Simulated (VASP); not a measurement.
Input of a VASP 6.6.1 run:

The input INCAR:

```
  ALGO = Normal
  EDIFF = 1E-6
  ENCUT = 520
  GGA = PS
  GGA_COMPAT = F
  ISIF = 2
  ISMEAR = 0
  LASPH = T
  LCHARG = F
  LNONCOLLINEAR = T
  LORBIT = 11
  LORBMOM = T
  LREAL = F
  LSORBIT = T
  LWAVE = F
  MAGMOM = 0 0 0 0 0 0 0 0 0 0 0 0
  NBANDS = 50
  NELM = 150
  PREC = Accurate
  SIGMA = 0.01
```

The input KPOINTS:

```
k-points
0
Gamma
  6 6 4
```

The input POSCAR:

```
CdS
1.0
    4.1238575649      0.0000000000      0.0000000000
   -2.0619287824      3.5713654128      0.0000000000
    0.0000000000      0.0000000000      6.7096909191
Cd S
2 2
Direct
    0.3333333333      0.6666666667     -0.0007769940
    0.6666666667      0.3333333333      0.4992230060
    0.3333333333      0.6666666667      0.3757769940
    0.6666666667      0.3333333333      0.8757769940
```

Potentials or basis: VASP PAW PBE potentials, release 64 (Cd, S).

The run is started by

```console
$ cat potpaw_PBE.64/Cd/POTCAR potpaw_PBE.64/S/POTCAR > POTCAR
$ mpirun -np 1 vasp_ncl > vasp.out
```

What does it give for the pressure?

0.4 GPa.

What does it give for the net moment?

0.00 μB per cell.

Forces on the atoms (eV/Å):
```
Cd   0.000  0.000  0.002
Cd   0.000  0.000  0.002
S    0.000  0.000 -0.002
S    0.000  0.000 -0.002
```

Caveat: the PAW data sets were made with another functional, which shifts forces and pressure a little.
